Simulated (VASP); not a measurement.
# Hf (P6_3/mmc) in VASP: single point with r2SCAN

Aim: the single point of Hf with r2SCAN.

All numbers are computed with VASP 6.6.1; they aren't measurements. Logs are shortened: lines on timing, memory, paths and dates and some standing lists are left out, and cuts for length are marked.

## (1) The cell of the first run

Symmetry: P6_3/mmc, No. 194, hexagonal system. Conventional cell: a = 3.199 Å, b = 3.199 Å, c = 5.041 Å, α = 90.00°, β = 90.00°, γ = 120.00°. Within 4.1 Å of Hf (site symmetry -6m2) lie 12 Hf at 3.12 to 3.20 Å.

## (2) Single point, r2SCAN

POSCAR reads:

```
Hf
1.0
    3.1990378246      0.0000000000      0.0000000000
   -1.5995189123      2.7704480238      0.0000000000
    0.0000000000      0.0000000000      5.0412000092
Hf
2
Direct
    0.3333333333      0.6666666667      0.2500000000
    0.6666666667      0.3333333333      0.7500000000
```

INCAR.step1 reads:

```
PREC     = Accurate       # precision mode
ENCUT    = 550            # plane-wave cutoff, eV
ISMEAR   = -1             # smearing method
SIGMA    = 0.05           # smearing width, eV
LREAL    = False          # projectors in reciprocal space
LASPH    = True           # aspherical terms in the spheres
NELM     = 120            # most SCF steps
NBANDS   = 17             # bands
GGA      = PE             # functional
ALGO     = Normal         # electronic algorithm
EDIFF    = 1E-5           # SCF threshold, eV
LWAVE    = True           # write WAVECAR
LCHARG   = False          # write CHGCAR
GGA_COMPAT= False
```

INCAR.step2 reads:

```
PREC     = Accurate       # precision mode
ENCUT    = 550            # plane-wave cutoff, eV
EDIFF    = 1E-6           # SCF threshold, eV
ISMEAR   = -1             # smearing method
SIGMA    = 0.05           # smearing width, eV
LREAL    = False          # projectors in reciprocal space
LASPH    = True           # aspherical terms in the spheres
NELM     = 120            # most SCF steps
ALGO     = Normal         # electronic algorithm
ISIF     = 2              # what is computed and relaxed
LWAVE    = False          # write WAVECAR
LCHARG   = True           # write CHGCAR
METAGGA  = R2SCAN         # meta-GGA
LMIXTAU  = True         
LELF     = True           # ELF
LVHAR    = True         
NBANDS   = 17             # bands
ISTART   = 1            
GGA_COMPAT= False
```

KPOINTS reads:

```
Automatic mesh
0
Gamma
  14 14 8
```

Potentials or basis: VASP PAW PBE potentials, release 64 (Hf_pv).

Run with:

```
> cat potpaw_PBE.64/Hf_pv/POTCAR > POTCAR
> cp INCAR.step1 INCAR
> mpirun -np 1 vasp_std > vasp.out
> cp INCAR.step2 INCAR
> mpirun -np 1 vasp_std > vasp.out
```

OUTCAR:

```text
PREC = Accurate
   ENCUT = 550
   EDIFF = 1E-6
   ISMEAR = -1
   LREAL = False
   LASPH = True
   NELM = 120
   ISIF = 2
   METAGGA = R2SCAN
   ISTART = 1

 ion  position               nearest neighbor table
   1  0.333  0.667  0.250-   2 3.12   2 3.12   2 3.12   2 3.12   2 3.12   2 3.12
   2  0.667  0.333  0.750-   1 3.12   1 3.12   1 3.12   1 3.12   1 3.12   1 3.12

  LATTYP: Found a hexagonal cell.
 ALAT       =     3.1990378246
 C/A-ratio  =     1.5758488288

  Lattice vectors:

 A1 = (   3.1990378246,   0.0000000000,   0.0000000000)
 A2 = (  -1.5995189123,   2.7704480238,   0.0000000000)
 A3 = (   0.0000000000,   0.0000000000,   5.0412000092)

Analysis of symmetry for initial positions (statically):
=====================================================================
 Subroutine PRICEL returns:
 Original cell was already a primitive cell.

 Routine SETGRP: Setting up the symmetry group for a
 hexagonal supercell.

 Subroutine GETGRP returns: Found 24 space group operations
 (whereof 12 operations were pure point group operations)
 out of a pool of 24 trial point group operations.

The static configuration has the point symmetry D_3d.
 The point group associated with its full space group is D_6h.

Analysis of symmetry for dynamics (positions and initial velocities):
=====================================================================
 Subroutine PRICEL returns:
 Original cell was already a primitive cell.

 Routine SETGRP: Setting up the symmetry group for a
 hexagonal supercell.

 Subroutine GETGRP returns: Found 24 space group operations
 (whereof 12 operations were pure point group operations)
 out of a pool of 24 trial point group operations.

The dynamic configuration has the point symmetry D_3d.
 The point group associated with its full space group is D_6h.

 Subroutine INISYM returns: Found 24 space group operations
 (whereof 12 operations are pure point group operations),
 and found     1 'primitive' translations

----------------------------------------------------------------------------------------

                                     Primitive cell

  volume of cell :      44.6790

  direct lattice vectors                    reciprocal lattice vectors
     3.199037825  0.000000000  0.000000000     0.312593991  0.180476225  0.000000000
    -1.599518912  2.770448024  0.000000000     0.000000000  0.360952449  0.000000000
     0.000000000  0.000000000  5.041200009     0.000000000  0.000000000  0.198365468

  length of vectors
     3.199037825  3.199037825  5.041200009     0.360952449  0.360952449  0.198365468

  position of ions in fractional coordinates (direct lattice)
     0.333333333  0.666666667  0.250000000
     0.666666667  0.333333333  0.750000000

  ion indices of the primitive-cell ions
   primitive index   ion index
                 1           1
                 2           2

----------------------------------------------------------------------------------------

 KPOINTS: Automatic mesh

Automatic generation of k-mesh.
 Grid dimensions read from file:
 generate k-points for:   14   14    8

 Generating k-lattice:

  Cartesian coordinates                     Fractional coordinates (reciprocal lattice)
     0.022328142  0.012891159  0.000000000     0.071428571  0.000000000  0.000000000
     0.000000000  0.025782318  0.000000000     0.000000000  0.071428571  0.000000000
     0.000000000  0.000000000  0.024795684     0.000000000  0.000000000  0.125000000

  Length of vectors
     0.025782318  0.025782318  0.024795684

  Shift w.r.t. Gamma in fractional coordinates (k-lattice)
     0.000000000  0.000000000  0.000000000

 Subroutine IBZKPT returns following result:
 ===========================================

 Found    120 irreducible k-points:

 Following reciprocal coordinates:
            Coordinates               Weight
  0.000000  0.000000  0.000000      1.000000
  0.071429  0.000000  0.000000      6.000000
  0.142857  0.000000  0.000000      6.000000
  0.214286 -0.000000  0.000000      6.000000
  0.285714 -0.000000  0.000000      6.000000
  0.357143 -0.000000  0.000000      6.000000
[... 16 lines left out ...]
  0.285714  0.285714  0.000000      6.000000
  0.357143  0.285714  0.000000      6.000000
 [... further k-points ...]
   k-points           NKPTS =    120   k-points in BZ     NKDIM =    120   number of bands    NBANDS=     17
   number of dos      NEDOS =    301   number of ions     NIONS =      2
   total plane-waves  NPLWV =  23040
   dimension x,y,z NGX =    24 NGY =   24 NGZ =   40
   dimension x,y,z NGXF=    48 NGYF=   48 NGZF=   80
   ions per type =               2
   NGX,Y,Z   is equivalent  to a cutoff of  12.47, 12.47, 13.19 a.u.
   NGXF,Y,Z  is equivalent  to a cutoff of  24.94, 24.94, 26.38 a.u.
 SYSTEM =  unknown system
   PREC   = accura    normal or accurate (medium, high low for compatibility)
   ISTART =      1    job   : 0-new  1-cont  2-samecut
   ICHARG =      0    charge: 1-file 2-atom 10-const
   ISPIN  =      1    spin polarized calculation?
   LNONCOLLINEAR =      F non collinear calculations
   LSORBIT =      F    spin-orbit coupling
   LASPH  =      T    aspherical Exc in radial PAW
   ENCUT  =  550.0 eV  40.42 Ry    6.36 a.u.   6.12  6.12  9.64*2*pi/ulx,y,z
   NELM   =    120;   NELMIN=  2; NELMDL=  0     # of ELM steps
   EDIFF  = 0.1E-05   stopping-criterion for ELM
   LREAL  =      F    real-space projection
   EDIFFG = 0.1E-04   stopping-criterion for IOM
   NSW    =      0    number of steps for IOM
   IBRION =     -1    ionic relax: 0-MD 1-quasi-New 2-CG
   NFREE  =      0    steps in history (QN), initial steepest desc. (CG)
   ISIF   =      2    stress and relaxation
   ISYM   =      2    0-nonsym 1-usesym 2-fastsym
   POTIM  = 0.5000    time-step for ionic-motion
   TEBEG  =    0.0;   TEEND  =   0.0 temperature during run
   PSTRESS=    0.0 pullay stress
   NELECT =      20.0000    total number of electrons
   NUPDOWN=      -1.0000    fix difference up-down
   EMIN   =  10.00;   EMAX   =-10.00  energy-range for DOS
   EFERMI =   0.00;   METHOD = LEGACY
   ISMEAR =    -1;   SIGMA  =   0.05  broadening in eV -4-tet -1-fermi 0-gaus
   EFERMI_NEDOS =   21; number of points for ismear=-14 and -15
   IALGO  =     38    algorithm
   IMIX   =      4    mixing-type and parameters
     AMIX     =   0.40;   BMIX     =  1.00
     AMIX_MAG =   1.60;   BMIX_MAG =  1.00
  volume/ion in A,a.u.               =      22.34       150.75
  Fermi-wavevector in a.u.,A,eV,Ry     =   1.252325  2.366551 21.338261  1.568318
  Thomas-Fermi vector in A             =   2.386231
   LORBIT       =      0    0 simple, 1 ext, 2 COOP (PROOUT), +10 PAW based schemes
   METAGGA = R2SCAN    functional components
   LHFCALC =     F    Hartree Fock is set to
   AEXX    =    0.0000 exact exchange contribution
   IVDW    =     0    specifies the selected vdW correction
   LEPSILON=     F    determine dielectric tensor
   LRPA    =     F    only Hartree local field effects (RPA)
 non-spin polarized calculation
  energy-cutoff  :      550.00
  volume of cell :       44.68
 maximum number of plane-waves:      1327
   NGX = 13   NGY = 13   NGZ = 19

 number of electron      20.0000003 magnetization

 Free energy of the ion-electron system (eV)
  ---------------------------------------------------
  ext. energy  EPLUGINS =         0.00000000
  ---------------------------------------------------
  free energy    TOTEN  =       -90.30808691 eV

  energy without entropy =      -90.29755488  energy(sigma->0) =      -90.30282089

 E-fermi :   4.8445     XC(G=0): -12.1607

 val. band max:        4.8424554702   @ k =   0.1429   0.0714   0.3750
 cond. band min:       4.8463102340   @ k =   0.2857   0.2857   0.2500
 fundamental gap:      0.0038547638
 Fermi energy:         4.8445489965

 k-point     1 :       0.0000    0.0000    0.0000
  band No.  band energies     occupation
      1     -27.4110      2.00000
      2     -26.6363      2.00000
      3     -26.6363      2.00000
      4     -26.5058      2.00000
      5     -26.5043      2.00000
      6     -26.5043      2.00000
[... 9 lines left out ...]
     16       7.7410      0.00000
     17      10.5017      0.00000

 k-point     2 :       0.0714    0.0000    0.0000
  band No.  band energies     occupation
      1     -27.3972      2.00000
      2     -26.6653      2.00000
      3     -26.6462      2.00000
      4     -26.5349      2.00000
      5     -26.5121      2.00000
      6     -26.5079      2.00000
[... 9 lines left out ...]
     16       7.5831      0.00000
     17      10.6297      0.00000

 k-point     3 :       0.1429    0.0000    0.0000
  band No.  band energies     occupation
      1     -27.3571      2.00000
      2     -26.7467      2.00000
      3     -26.6730      2.00000
      4     -26.6191      2.00000
      5     -26.5313      2.00000
      6     -26.5190      2.00000
[... 9 lines left out ...]
     16       7.6105      0.00000
     17      10.9152      0.00000

 k-point     4 :       0.2143   -0.0000    0.0000
  band No.  band energies     occupation
      1     -27.2946      2.00000
      2     -26.8646      2.00000
      3     -26.7364      2.00000
      4     -26.7102      2.00000
      5     -26.5631      2.00000
      6     -26.5361      2.00000
[... 9 lines left out ...]
     16       8.2754      0.00000
     17      11.2109      0.00000

 k-point     5 :       0.2857   -0.0000    0.0000
  band No.  band energies     occupation
      1     -27.2167      2.00000
      2     -26.9956      2.00000
      3     -26.8610      2.00000
      4     -26.7500      2.00000
      5     -26.6070      2.00000
      6     -26.5563      2.00000
[... 9 lines left out ...]
     16       9.1325      0.00000
     17      11.4412      0.00000

 k-point     6 :       0.3571   -0.0000    0.0000
  band No.  band energies     occupation
      1     -27.1332      2.00000
      2     -27.1133      2.00000
      3     -26.9691      2.00000
      4     -26.7848      2.00000
      5     -26.6597      2.00000
      6     -26.5752      2.00000
[... 9 lines left out ...]
     16      10.0803      0.00000
     17      11.5901      0.00000
[... 281 lines left out ...]
 k-point    21 :       0.2857    0.2143    0.0000
  band No.  band energies     occupation
      1     -27.1121      2.00000
      2     -27.0313      2.00000
      3     -27.0253      2.00000
      4     -26.8631      2.00000
      5     -26.7325      2.00000
      6     -26.7123      2.00000
[... 9 lines left out ...]
     16      11.1535      0.00000
     17      11.8085      0.00000

 k-point    22 :       0.3571    0.2143    0.0000
  band No.  band energies     occupation
      1     -27.1501      2.00000
      2     -27.0113      2.00000
      3     -26.9690      2.00000
      4     -26.9206      2.00000
      5     -26.7830      2.00000
      6     -26.7363      2.00000
[... 9 lines left out ...]
     16      11.1311      0.00000
     17      11.7411      0.00000

 k-point    23 :       0.2857    0.2857    0.0000
  band No.  band energies     occupation
      1     -27.1194      2.00000
      2     -27.0180      2.00000
      3     -26.9578      2.00000
      4     -26.9210      2.00000
      5     -26.7925      2.00000
      6     -26.7774      2.00000
[... 9 lines left out ...]
     16      11.0472      0.00000
     17      11.7017      0.00000

 k-point    24 :       0.3571    0.2857    0.0000
  band No.  band energies     occupation
      1     -27.1214      2.00000
      2     -26.9783      2.00000
      3     -26.9756      2.00000
      4     -26.9092      2.00000
      5     -26.8363      2.00000
      6     -26.8045      2.00000
[... 9 lines left out ...]
     16      11.0084      0.00000
     17      11.0141      0.00000

 [... further k-points ...]

------------------------ aborting loop because EDIFF is reached ----------------------------------------

  FORCE on cell =-STRESS in cart. coord.  units (eV):
  Direction    XX          YY          ZZ          XY          YZ          ZX
  --------------------------------------------------------------------------------------
  -------------------------------------------------------------------------------------
  Total       -0.1525102     -0.1525102     -0.1861927      0.0000000      0.0000000      0.0000000
  in kB       -5.4689794     -5.4689794     -6.6768223      0.0000000      0.0000000      0.0000000
  external PRESSURE =      -5.8715937 kB  Pullay stress =       0.0000000 kB

 VOLUME and BASIS-vectors are now :
 -----------------------------------------------------------------------------
  energy-cutoff  :      550.00
  volume of cell :       44.68
      direct lattice vectors                 reciprocal lattice vectors
     3.199037825  0.000000000  0.000000000     0.312593991  0.180476225  0.000000000
    -1.599518912  2.770448024  0.000000000     0.000000000  0.360952449  0.000000000
     0.000000000  0.000000000  5.041200009     0.000000000  0.000000000  0.198365468

 POSITION                                       TOTAL-FORCE (eV/Angst)
 -----------------------------------------------------------------------------------
     -0.00000      1.84697      1.26030         0.000000      0.000000      0.000000
      1.59952      0.92348      3.78090        -0.000000     -0.000000      0.000000
 -----------------------------------------------------------------------------------
    total drift:                               -0.000000      0.000000     -0.000000

  FREE ENERGIE OF THE ION-ELECTRON SYSTEM (eV)
  ---------------------------------------------------
  free  energy   TOTEN  =       -90.3080869086 eV

  energy  without entropy=      -90.2975548752  energy(sigma->0) =      -90.30282089
```

It took 5 min on 1 thread of Intel Xeon 8259CL, shared host; peak memory 0.23 GiB.

Results:

```yaml
Free_energy: -90.3081 eV
Pressure: -0.6 GPa
Band_gap_on_the_k_mesh: zero (bands 10 and 11 overlap by 1.79 eV)
```

Caveat: the PAW data sets were made with another functional, which shifts forces and pressure a little; spin-orbit coupling is left out, which moves the levels of the heavy elements.
